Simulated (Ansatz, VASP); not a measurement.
Two plane-wave programs on SnSe

File INCAR:

```
ALGO     = Normal         # electronic algorithm
EDIFF    = 1E-6           # SCF threshold, eV
ENCUT    = 520            # plane-wave cutoff, eV
GGA      = PE             # functional
ISIF     = 2              # what is computed and relaxed
ISMEAR   = 0              # smearing method
IVDW     = 12             # dispersion correction
LASPH    = True           # aspherical terms in the spheres
LCHARG   = True           # write CHGCAR
LELF     = True           # ELF
LREAL    = False          # projectors in reciprocal space
LVHAR    = True         
LWAVE    = False          # write WAVECAR
NBANDS   = 28             # bands
NELM     = 80             # most SCF steps
PREC     = Accurate       # precision mode
SIGMA    = 0.03           # smearing width, eV
```

The input KPOINTS:

```
k-points
0
Gamma
  8 8 6
```

The input POSCAR:

```
SnSe
1.0
    4.0109000000      0.0000000000      0.0000000000
    0.0000000000      4.0109000000      0.0000000000
    0.0000000000      0.0000000000      5.3979000000
Sn Se
2 2
Direct
    0.5000000000      0.0000000000      0.2500887432
    0.0000000000      0.5000000000      0.7499112568
    0.5000000000      0.0000000000      0.7499352227
    0.0000000000      0.5000000000      0.2500647773
```

Input for Ansatz:

```yaml
crystal:
  lattice:
    - [4.0109, 0.0, 0.0]
    - [0.0, 4.0109, 0.0]
    - [0.0, 0.0, 5.3979]
  atoms:
    - { symbol: Sn, position: [0.5, 0.0, 0.2500887432] }
    - { symbol: Sn, position: [0.0, 0.5, 0.7499112568] }
    - { symbol: Se, position: [0.5, 0.0, 0.7499352227] }
    - { symbol: Se, position: [0.0, 0.5, 0.2500647773] }
basis:
  ecutwfc: 420
kpoints:
  mp_grid: { grid: [8, 8, 6] }
hamiltonian:
  xc: pbe
  dispersion: d3bj
scf:
  occupations: { method: gaussian, width: 0.03 }
output:
  forces: true
  stress: true
  eigenvalues: true
```

Alike in both runs: task single point; functional PBE; dispersion D3(BJ); k mesh 8 × 8 × 6; occupations gaussian, width 0.03 eV; no spin polarisation.

|  | VASP | Ansatz |
| --- | --- | --- |
| version | VASP 6.6.1 | Ansatz 0.2.0 |
| potentials or method | VASP PAW PBE potentials, release 64 (Sn_d, Se), cutoff 520 eV | scalar-relativistic, plane waves, PAW |
| valence electrons in the cell | 40 | 60 |

VASP gave:

* gap on the k mesh at the Fermi level (eV): 0.23
* least direct gap on the mesh (eV): 0.46
* pressure (GPa): 17.8
* traceless stress, the component that is largest in VASP (GPa): 10.36
* rms of the force components (eV/Å): 0.004

Task: Which values does Ansatz return?

Result: gap on the k mesh at the Fermi level (eV): 0.23; least direct gap on the mesh (eV): 0.46; pressure (GPa): 17.7; traceless stress, the component that is largest in VASP (GPa): 10.33; rms of the force components (eV/Å): 0.004.

Atom by atom the forces differ by 0.000 eV/Å (rms over components). VASP's potentials hold 40 valence electrons a cell and Ansatz's 60, so a difference there can come from the potentials and not from the codes.
